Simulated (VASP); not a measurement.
Fe, 3 atoms in the cell. The structure is trigonal, space group R-3m (No. 166). The conventional cell has a = 2.694 Å, b = 2.694 Å, c = 19.527 Å, α = 90.00°, β = 90.00°, γ = 120.00°. Within 3.5 Å of Fe (site symmetry -3m) lie 12 Fe at 2.67 to 2.69 Å. Fe (site symmetry 3m) has 12 Fe at 2.67 to 2.69 Å within 3.5 Å. 

| Item | Value |
| --- | --- |
| Program | VASP 6.6.1 |
| Task | relaxation of cell and atoms |
| Functional | PBE |
| Potentials or basis | VASP PAW PBE potentials, release 64 (Fe) |
| Cutoff | 600 eV |
| k mesh | 9 × 9 × 9 |
| Occupations | gaussian, width 0.1 eV |
| Spin | collinear spin, ferromagnetic start |
| Starting moments | [3.1, 3.13, 3.13] μB |
| Dipole correction | no |
| Further INCAR settings | ALGO = Normal; EDIFF = 1e-06; IBRION = 2; EDIFFG = -0.04; NSW = 90; ISIF = 3 |

Potentials or basis: VASP PAW PBE potentials, release 64 (Fe).

The run is started by

```console
$ cat potpaw_PBE.64/Fe/POTCAR > POTCAR
$ mpirun -np 1 vasp_std > vasp.out
```

Hardware: 1 thread of Intel(R) Xeon(R) Platinum 8488C (Sapphire Rapids), with other jobs on the host.

Problem. How long does it take, and how much memory?

Solution. It took 2.1 h on 1 thread of Intel(R) Xeon(R) Platinum 8488C (Sapphire Rapids) (shared host), peak memory 0.64 GiB. Counts: scf iterations 138, k points 85, ion steps 12.
